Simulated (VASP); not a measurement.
A run of VASP 6.6.1 is set up as follows.

The input POSCAR:

```
Br
1.0
    0.0000000000      3.4805577754      3.4805577754
    3.4805577754      0.0000000000      3.4805577754
    3.4805577754      3.4805577754      0.0000000000
Br
2
Direct
    0.0000000000      0.0000000000      0.0000000000
    0.2500000000      0.2500000000      0.2500000000
```

INCAR.step1

```
PREC     = Accurate       # precision mode
ENCUT    = 520            # plane-wave cutoff, eV
ISMEAR   = -1             # smearing method
SIGMA    = 0.02           # smearing width, eV
LREAL    = False          # projectors in reciprocal space
LASPH    = True           # aspherical terms in the spheres
NELM     = 80             # most SCF steps
NBANDS   = 14             # bands
GGA      = PE             # functional
ALGO     = Normal         # electronic algorithm
EDIFF    = 1E-4           # SCF threshold, eV
LWAVE    = True           # write WAVECAR
LCHARG   = False          # write CHGCAR
```

File INCAR.step2:

```
PREC     = Accurate       # precision mode
ENCUT    = 520            # plane-wave cutoff, eV
EDIFF    = 1E-6           # SCF threshold, eV
ISMEAR   = -1             # smearing method
SIGMA    = 0.02           # smearing width, eV
LREAL    = False          # projectors in reciprocal space
LASPH    = True           # aspherical terms in the spheres
NELM     = 80             # most SCF steps
ALGO     = Normal         # electronic algorithm
ISIF     = 2              # what is computed and relaxed
LWAVE    = False          # write WAVECAR
LCHARG   = False          # write CHGCAR
METAGGA  = R2SCAN         # meta-GGA
LMIXTAU  = True         
NBANDS   = 14             # bands
ISTART   = 1
```

Contents of KPOINTS:

```
regular mesh
0
Gamma
  6 6 6
```

Potentials or basis: VASP PAW PBE potentials, release 64 (Br).

The run is started by

```bash
$ cat potpaw_PBE.64/Br/POTCAR > POTCAR
$ cp INCAR.step1 INCAR
$ mpirun -np 1 vasp_std > vasp.out
$ cp INCAR.step2 INCAR
$ mpirun -np 1 vasp_std > vasp.out
```

(1) Predict the band gap on the k mesh.

(2) What does it give for the pressure?

Results:

(1) zero (band 7 reaches -1.17 eV, above the bottom of band 8 at -2.45 eV).

(2) 0.0 GPa.

Caveat: the PAW data sets were made with another functional, which shifts forces and pressure a little.
